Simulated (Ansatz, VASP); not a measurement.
# Two plane-wave programs on Hf

INCAR

```
SYSTEM = Hf
  PREC = Accurate
  ENCUT = 500
  EDIFF = 1E-6
  ISMEAR = 0
  SIGMA = 0.1
  LREAL = .False.
  LASPH = .True.
  NELM = 120
  ALGO = Normal
  ISIF = 2
  LWAVE = .False.
  LCHARG = .True.
  GGA = PE
  LELF = .True.
  LVHAR = .True.
  NBANDS = 11
  GGA_COMPAT = .False.
```

KPOINTS

```
regular mesh
0
Gamma
  8 8 8
  0 0 0
```

POSCAR

```
Hf
1.0
    0.0000000000      2.1883330804      2.1883330804
    2.1883330804      0.0000000000      2.1883330804
    2.1883330804      2.1883330804      0.0000000000
Hf
1
Direct
    0.0000000000      0.0000000000      0.0000000000
```

Input for Ansatz:

```yaml
crystal:
  lattice:
    - [0.0, 2.1883330797, 2.1883330797]
    - [2.1883330797, 0.0, 2.1883330797]
    - [2.1883330797, 2.1883330797, 0.0]
  atoms:
    - { symbol: Hf, position: [0.0, 0.0, 0.0] }
basis:
  ecutwfc: 420
kpoints:
  mp_grid: { grid: [8, 8, 8] }
hamiltonian:
  xc: pbe
scf:
  occupations: { method: gaussian, width: 0.1 }
output:
  forces: true
  stress: true
  eigenvalues: true
```

Alike in both runs: task single point; functional PBE; k mesh 8 × 8 × 8; occupations gaussian, width 0.1 eV; no spin polarisation.

|  | VASP | Ansatz |
| --- | --- | --- |
| version | VASP 6.6.1 | Ansatz 0.2.0 |
| potentials or method | VASP PAW PBE potentials, release 64 (Hf_pv), cutoff 500 eV | scalar-relativistic, plane waves, PAW |
| valence electrons in the cell | 10 | 26 |

Ansatz gave:

```
gap on the k mesh at the Fermi level (eV) : none
pressure (GPa)                            : 8.1
```

Q: Estimate VASP's values.

A: gap on the k mesh at the Fermi level (eV): none; pressure (GPa): 7.7.

A gap of «none» marks a metal or a gap that the smearing closes. With one functional, cell and mesh, what is left measures potentials, basis and numerics. VASP's potentials hold 10 valence electrons a cell and Ansatz's 26, so a difference there can come from the potentials and not from the codes.

Neither program's run includes spin-orbit coupling.
